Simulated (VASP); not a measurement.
Wanted: the native input for a VASP 6.6.1 run.

- Task: single point
- Functional: HF
- Potentials or basis: VASP PAW PBE potentials, release 64 (Si, Te)
- Cutoff: 400 eV
- k mesh: 4 × 4 × 3
- Occupations: fermi-dirac, width 0.05 eV
- Spin: no spin polarisation
- Dipole correction: no
- Grid for exact exchange (PRECFOCK): Normal
- Further INCAR settings: ALGO = Normal; EDIFF = 1e-06; NBANDS = 12
- Share of exact exchange: 1

Crystal: SiTe.

```
Si Te
1.0
     3.71434    0.00000    0.00000
    -1.85717    3.21671    0.00000
     0.00000    0.00000    4.97637
Si Te
1 1
Direct
  0.00000 0.00000 0.50000
  0.00000 0.00000 0.00000
```

The input as run:

POSCAR

```
SiTe
1.0
    3.7143358800      0.0000000000      0.0000000000
   -1.8571679400      3.2167092300      0.0000000000
    0.0000000000      0.0000000000      4.9763725600
Si Te
1 1
Direct
    0.0000000000      0.0000000000      0.5000000000
    0.0000000000      0.0000000000      0.0000000000
```

INCAR.step1

```
SYSTEM = SiTe
ALGO = Normal
EDIFF = 1E-5
ENCUT = 400
GGA = PE
GGA_COMPAT = .False.
ISIF = 2
ISMEAR = -1
LASPH = .True.
LCHARG = .False.
LREAL = .False.
LWAVE = .True.
NBANDS = 12
NELM = 120
PREC = Accurate
SIGMA = 0.05
```

INCAR.step2

```
SYSTEM = SiTe
AEXX = 1.0
AGGAC = 0.0
ALDAC = 0.0
ALGO = Normal
EDIFF = 1E-6
ENCUT = 400
GGA = PE
GGA_COMPAT = .False.
ISIF = 2
ISMEAR = -1
ISTART = 1
LASPH = .True.
LCHARG = .False.
LHFCALC = .True.
LREAL = .False.
LWAVE = .False.
NBANDS = 12
NELM = 120
PREC = Accurate
PRECFOCK = Normal
SIGMA = 0.05
```

KPOINTS

```
k-points
0
Gamma
  4 4 3
  0 0 0
```

Potentials or basis: VASP PAW PBE potentials, release 64 (Si, Te).

Command:

```sh
$ cat potpaw_PBE.64/Si/POTCAR potpaw_PBE.64/Te/POTCAR > POTCAR
$ cp INCAR.step1 INCAR
$ mpirun -np 1 vasp_std > vasp.out
$ cp INCAR.step2 INCAR
$ mpirun -np 1 vasp_std > vasp.out
```

Results of the run:

```json
{
  "Pressure": "2.0 GPa",
  "Band gap on the k mesh": "zero (bands 5 and 6 overlap by 3.50 eV)"
}
```

Caveat: the k points lie up to 0.49 Å⁻¹ apart, too coarse for converged energies and pressures of a metal; the PAW data sets were made with another functional, which shifts forces and pressure a little; spin-orbit coupling is left out, which moves the levels of the heavy elements.

Run time: 2.9 min on 1 thread of AMD EPYC 7R13 Processor (Zen 3), on a shared host, peak memory 0.12 GiB.
